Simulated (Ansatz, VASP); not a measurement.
Two plane-wave programs on Fe

The input INCAR:

```
PREC = Accurate
ENCUT = 600
EDIFF = 1E-6
ISMEAR = -1
SIGMA = 0.1
LREAL = False
LASPH = True
NELM = 120
ALGO = Normal
ISIF = 2
LWAVE = False
LCHARG = False
GGA = PE
NBANDS = 10
GGA_COMPAT = False
```

File KPOINTS:

```
regular mesh
0
Gamma
  23 23 23
```

File POSCAR:

```
Fe
1.0
   -1.3807996972      1.3807996972      1.3807996972
    1.3807996972     -1.3807996972      1.3807996972
    1.3807996972      1.3807996972     -1.3807996972
Fe
1
Direct
    0.0000000000      0.0000000000      0.0000000000
```

Input for Ansatz:

```yaml
crystal:
  lattice:
    - [-1.3807996972, 1.3807996972, 1.3807996972]
    - [1.3807996972, -1.3807996972, 1.3807996972]
    - [1.3807996972, 1.3807996972, -1.3807996972]
  atoms:
    - { symbol: Fe, position: [0.0, 0.0, 0.0] }
hamiltonian:
  xc: pbe
  pseudopotentials:
    kind: paw
    azcp:
      Fe: "pseudopotentials/Fe.paw.azcp"
basis:
  ecutwfc: 420
  fft_grid_basis: typed
kpoints:
  mp_grid: { grid: [23, 23, 23], shift: [0, 0, 0] }
magnetization:
  spin_polarized: false
scf:
  occupations: { method: fermi_dirac, width: 0.1 }
  lower_state_search: "off"
output:
  stress: true
  write_density: true
  write_potential: true
  elf: true
  volumetric_format: npy
```

Alike in both runs: task single point; functional PBE; k mesh 23 × 23 × 23; occupations fermi-dirac, width 0.1 eV; no spin polarisation.

|  | VASP | Ansatz |
| --- | --- | --- |
| version | VASP 6.6.1 | Ansatz 0.2.0 |
| potentials or method | VASP PAW PBE potentials, release 64 (Fe), cutoff 600 eV | plane waves (420 eV) with PAW, scalar-relativistic |
| valence electrons in the cell | 8 | 16 |

VASP gave:

| Property | Result |
| --- | --- |
| pressure (GPa) | -0.5 |

**Question.** Which values does Ansatz return?

**Answer.** Pressure (GPa): 0.1.

The functional is the same, so the differences come from potentials, cutoffs and numerics. VASP's potentials hold 8 valence electrons a cell and Ansatz's 16, so a difference there can come from the potentials and not from the codes.
